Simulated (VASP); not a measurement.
# Sn3Ru (Pm-3m) in VASP: further runs

Runs on Sn3Ru. Level: PBE. Tasks: single point, relaxation of cell and atoms.

Everything below comes from runs of VASP 6.6.1. Logs are shortened: lines on timing, memory, paths and dates and some standing lists are left out, and cuts for length are marked.

## (1) The cell of the first run

The structure is cubic, space group Pm-3m (No. 221). Conventional cell: a = 4.449 Å, b = 4.449 Å, c = 4.449 Å, α = 90.00°, β = 90.00°, γ = 90.00°. Sn (site symmetry 4/mmm) has 8 Sn at 3.15 Å and 4 Ru at 3.15 Å within 4.1 Å. Ru (site symmetry m-3m) has 12 Sn at 3.15 Å within 4.1 Å.

## (2) Single point, PBE

Input file INCAR:

```
SYSTEM = Sn3Ru
PREC     = Accurate       ! precision mode
ENCUT    = 520            ! plane-wave cutoff, eV
EDIFF    = 1E-6           ! SCF threshold, eV
ISMEAR   = 0              ! smearing method
SIGMA    = 0.1            ! smearing width, eV
LREAL    = .False.        ! projectors in reciprocal space
LASPH    = .True.         ! aspherical terms in the spheres
NELM     = 60             ! most SCF steps
ALGO     = Normal         ! electronic algorithm
ISIF     = 2              ! what is computed and relaxed
LWAVE    = .False.        ! write WAVECAR
LCHARG   = .False.        ! write CHGCAR
GGA      = PE             ! functional
NBANDS   = 36             ! bands
```

Input file KPOINTS:

```
Automatic mesh
0
Gamma
  4 4 4
  0 0 0
```

Input file POSCAR:

```
Sn3Ru
1.0
    4.4493962146      0.0000000000      0.0000000000
    0.0000000000      4.4493962146      0.0000000000
    0.0000000000      0.0000000000      4.4493962146
Sn Ru
3 1
Direct
    0.0000000000      0.5000000000      0.5000000000
    0.5000000000      0.0000000000      0.5000000000
    0.5000000000      0.5000000000      0.0000000000
    0.0000000000      0.0000000000      0.0000000000
```

Potentials or basis: VASP PAW PBE potentials, release 64 (Sn_d, Ru_pv).

Run with:

```bash
$ cat potpaw_PBE.64/Sn_d/POTCAR potpaw_PBE.64/Ru_pv/POTCAR > POTCAR
$ mpirun -np 1 vasp_std > vasp.out
```

OUTCAR:

```text
SYSTEM = Sn3Ru
   PREC = Accurate
   ENCUT = 520
   EDIFF = 1E-6
   ISMEAR = 0
   LREAL = .False.
   LASPH = .True.
   NELM = 60
   ISIF = 2
   GGA = PE

 ion  position               nearest neighbor table
   1  0.000  0.500  0.500-   2 3.15   3 3.15   4 3.15   3 3.15   4 3.15   2 3.15   4 3.15   4 3.15
                             2 3.15   3 3.15   3 3.15   2 3.15
   2  0.500  0.000  0.500-   1 3.15   3 3.15   4 3.15   3 3.15   4 3.15   1 3.15   3 3.15   3 3.15
                             1 3.15   4 3.15   4 3.15   1 3.15
   3  0.500  0.500  0.000-   1 3.15   2 3.15   4 3.15   1 3.15   2 3.15   2 3.15   4 3.15   2 3.15
                             1 3.15   4 3.15   1 3.15   4 3.15
   4  0.000  0.000  0.000-   1 3.15   2 3.15   3 3.15   1 3.15   2 3.15   1 3.15   3 3.15   1 3.15
                             2 3.15   3 3.15   2 3.15   3 3.15

  LATTYP: Found a simple cubic cell.
 ALAT       =     4.4493962146

  Lattice vectors:

 A1 = (   4.4493962146,   0.0000000000,   0.0000000000)
 A2 = (   0.0000000000,   4.4493962146,   0.0000000000)
 A3 = (   0.0000000000,   0.0000000000,   4.4493962146)

Analysis of symmetry for initial positions (statically):
=====================================================================
 Subroutine PRICEL returns:
 Original cell was already a primitive cell.

 Routine SETGRP: Setting up the symmetry group for a
 simple cubic supercell.

 Subroutine GETGRP returns: Found 48 space group operations
 (whereof 48 operations were pure point group operations)
 out of a pool of 48 trial point group operations.

The static configuration has the point symmetry O_h .

Analysis of symmetry for dynamics (positions and initial velocities):
=====================================================================
 Subroutine PRICEL returns:
 Original cell was already a primitive cell.

 Routine SETGRP: Setting up the symmetry group for a
 simple cubic supercell.

 Subroutine GETGRP returns: Found 48 space group operations
 (whereof 48 operations were pure point group operations)
 out of a pool of 48 trial point group operations.

The dynamic configuration has the point symmetry O_h .

 Subroutine INISYM returns: Found 48 space group operations
 (whereof 48 operations are pure point group operations),
 and found     1 'primitive' translations

----------------------------------------------------------------------------------------

                                     Primitive cell

  volume of cell :      88.0853

  direct lattice vectors                    reciprocal lattice vectors
     4.449396215  0.000000000  0.000000000     0.224749596  0.000000000  0.000000000
[... 80 lines left out ...]
   NFREE  =      0    steps in history (QN), initial steepest desc. (CG)
   ISIF   =      2    stress and relaxation
   ISYM   =      2    0-nonsym 1-usesym 2-fastsym
   POTIM  = 0.5000    time-step for ionic-motion
   TEBEG  =    0.0;   TEEND  =   0.0 temperature during run
   PSTRESS=    0.0 pullay stress
   NELECT =      56.0000    total number of electrons
   NUPDOWN=      -1.0000    fix difference up-down
   EMIN   =  10.00;   EMAX   =-10.00  energy-range for DOS
   EFERMI =   0.00;   METHOD = LEGACY
   ISMEAR =     0;   SIGMA  =   0.10  broadening in eV -4-tet -1-fermi 0-gaus
   EFERMI_NEDOS =   21; number of points for ismear=-14 and -15
   IALGO  =     38    algorithm
   IMIX   =      4    mixing-type and parameters
     AMIX     =   0.40;   BMIX     =  1.00
     AMIX_MAG =   1.60;   BMIX_MAG =  1.00
  volume/ion in A,a.u.               =      22.02       148.61
  Fermi-wavevector in a.u.,A,eV,Ry     =   1.407677  2.660124 26.960696  1.981555
  Thomas-Fermi vector in A             =   2.529912
   LORBIT       =      0    0 simple, 1 ext, 2 COOP (PROOUT), +10 PAW based schemes
   GGA     = PE    functional components
   LHFCALC =     F    Hartree Fock is set to
   AEXX    =    0.0000 exact exchange contribution
   IVDW    =     0    specifies the selected vdW correction
   LEPSILON=     F    determine dielectric tensor
   LRPA    =     F    only Hartree local field effects (RPA)
 non-spin polarized calculation
 Gauss-broadening in eV      SIGMA  =   0.10
  energy-cutoff  :      520.00
  volume of cell :       88.09
 maximum number of plane-waves:      2392
 NGX is ok and might be reduce to    36
   NGX = 17   NGY = 17   NGZ = 17

 number of electron      55.9999969 magnetization

 Free energy of the ion-electron system (eV)
  ---------------------------------------------------
  ext. energy  EPLUGINS =         0.00000000
  ---------------------------------------------------
  free energy    TOTEN  =       -18.89673855 eV

  energy without entropy =      -18.87540875  energy(sigma->0) =      -18.88607365

 E-fermi :   9.6728     XC(G=0): -11.3545

 val. band max:        9.5352041059   @ k =   0.2500   0.2500   0.0000
 cond. band min:       9.7035781049   @ k =   0.2500   0.2500   0.2500
 fundamental gap:      0.1683739990
 Fermi energy:         9.6727869653

 k-point     1 :       0.0000    0.0000    0.0000
  band No.  band energies     occupation
      1     -32.0725      2.00000
      2     -32.0725      2.00000
      3     -32.0725      2.00000
      4     -12.1763      2.00000
      5     -12.1763      2.00000
      6     -12.1763      2.00000
[... 379 lines left out ...]
     35      17.4331      0.00000
     36      17.4331      0.00000

------------------------ aborting loop because EDIFF is reached ----------------------------------------

  FORCE on cell =-STRESS in cart. coord.  units (eV):
  Direction    XX          YY          ZZ          XY          YZ          ZX
  --------------------------------------------------------------------------------------
  -------------------------------------------------------------------------------------
  Total       -0.6841046     -0.6841046     -0.6841046     -0.0000000      0.0000000     -0.0000000
  in kB      -12.4431355    -12.4431355    -12.4431355     -0.0000000      0.0000000     -0.0000000
  external PRESSURE =     -12.4431355 kB  Pullay stress =       0.0000000 kB

 VOLUME and BASIS-vectors are now :
 -----------------------------------------------------------------------------
  energy-cutoff  :      520.00
  volume of cell :       88.09
      direct lattice vectors                 reciprocal lattice vectors
     4.449396215  0.000000000  0.000000000     0.224749596  0.000000000  0.000000000
     0.000000000  4.449396215  0.000000000     0.000000000  0.224749596  0.000000000
     0.000000000  0.000000000  4.449396215     0.000000000  0.000000000  0.224749596

 POSITION                                       TOTAL-FORCE (eV/Angst)
 -----------------------------------------------------------------------------------
      0.00000      2.22470      2.22470         0.000000      0.000000      0.000000
      2.22470      0.00000      2.22470         0.000000      0.000000      0.000000
      2.22470      2.22470      0.00000         0.000000      0.000000      0.000000
      0.00000      0.00000      0.00000         0.000000      0.000000      0.000000
 -----------------------------------------------------------------------------------
    total drift:                                0.000000      0.000000      0.000000

  FREE ENERGIE OF THE ION-ELECTRON SYSTEM (eV)
  ---------------------------------------------------
  free  energy   TOTEN  =       -18.8967385530 eV

  energy  without entropy=      -18.8754087482  energy(sigma->0) =      -18.88607365
```

Run time: 13 s. Hardware: 1 thread of Intel Xeon 6975P-C (Granite Rapids), shared host; peak memory 0.2 GiB.

What came out:

* Free energy: -18.8967 eV
* Pressure: -1.2 GPa
* Band gap on the k mesh: zero (band 28 reaches 9.76 eV, above the bottom of band 29 at 9.39 eV)

Caveat: spin-orbit coupling is left out, which moves the levels of the heavy elements.

(Continued in part 2 of 2.)
